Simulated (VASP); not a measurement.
Wanted: the native input for a VASP 6.6.1 run.

```yaml
Task: single point
Functional: r2SCAN
Potentials_or_basis: VASP PAW PBE potentials, release 64 (B, Sb, Al)
Cutoff: 520 eV
k_mesh: 6 × 6 × 6
Occupations: gaussian, width 0.01 eV
Spin: no spin polarisation
Dipole_correction: no
Further_INCAR_settings: ALGO = Normal; EDIFF = 1e-06; NBANDS = 26
```

The system is AlB3Sb4.

```
CELL_PARAMETERS angstrom
-2.69804 2.69804 5.35842
2.69804 -2.69804 5.35842
2.69804 2.69804 -5.35842
ATOMIC_POSITIONS crystal
B 0.75000 0.25000 0.50000
B 0.50000 0.50000 0.00000
B 0.25000 0.75000 0.50000
Sb 0.14024 0.59422 0.00000
Sb 0.85976 0.85976 0.45399
Sb 0.59422 0.14024 0.00000
Sb 0.40578 0.40578 0.54601
Al 0.00000 0.00000 0.00000
```

These files were run (other wordings do the same):

POSCAR

```
AlB3Sb4
1.0
   -2.6980384301      2.6980384301      5.3584203260
    2.6980384301     -2.6980384301      5.3584203260
    2.6980384301      2.6980384301     -5.3584203260
B Sb Al
3 4 1
Direct
    0.7500000000      0.2500000000      0.5000000000
    0.5000000000      0.5000000000      0.0000000000
    0.2500000000      0.7500000000      0.5000000000
    0.1402355735      0.5942214578      0.0000000000
    0.8597644265      0.8597644265      0.4539858843
    0.5942214578      0.1402355735      0.0000000000
    0.4057785422      0.4057785422      0.5460141157
    0.0000000000      0.0000000000      0.0000000000
```

INCAR.step1

```
PREC = Accurate
ENCUT = 520
ISMEAR = 0
SIGMA = 0.01
LREAL = F
LASPH = T
NELM = 60
NBANDS = 26
GGA = PE
ALGO = Normal
EDIFF = 1E-4
LWAVE = T
LCHARG = F
```

INCAR.step2

```
PREC = Accurate
ENCUT = 520
EDIFF = 1E-6
ISMEAR = 0
SIGMA = 0.01
LREAL = F
LASPH = T
NELM = 60
ALGO = Normal
ISIF = 2
LWAVE = F
LCHARG = T
METAGGA = R2SCAN
LMIXTAU = T
LELF = T
LVHAR = T
NBANDS = 26
ISTART = 1
```

KPOINTS

```
Automatic mesh
0
Gamma
  6 6 6
```

Potentials or basis: VASP PAW PBE potentials, release 64 (B, Sb, Al).

Launch:

```console
$ cat potpaw_PBE.64/B/POTCAR potpaw_PBE.64/Sb/POTCAR potpaw_PBE.64/Al/POTCAR > POTCAR
$ cp INCAR.step1 INCAR
$ mpirun -np 1 vasp_std > vasp.out
$ cp INCAR.step2 INCAR
$ mpirun -np 1 vasp_std > vasp.out
```

It gave:

```json
{
  "Pressure": "6.6 GPa",
  "Largest force": "0.081 eV/Å",
  "Band gap on the k mesh": "0.41 eV"
}
```

Caveat: the cell stands under pressure; semilocal functionals underestimate gaps, and a narrow one can read as zero; the PAW data sets were made with another functional, which shifts forces and pressure a little; spin-orbit coupling is left out, which moves the levels of the heavy elements.

It took 10 min on 1 thread of Intel(R) Xeon(R) Platinum 8259CL CPU @ 2.50GHz (Skylake/Cascade Lake) (shared host), peak memory 0.44 GiB.
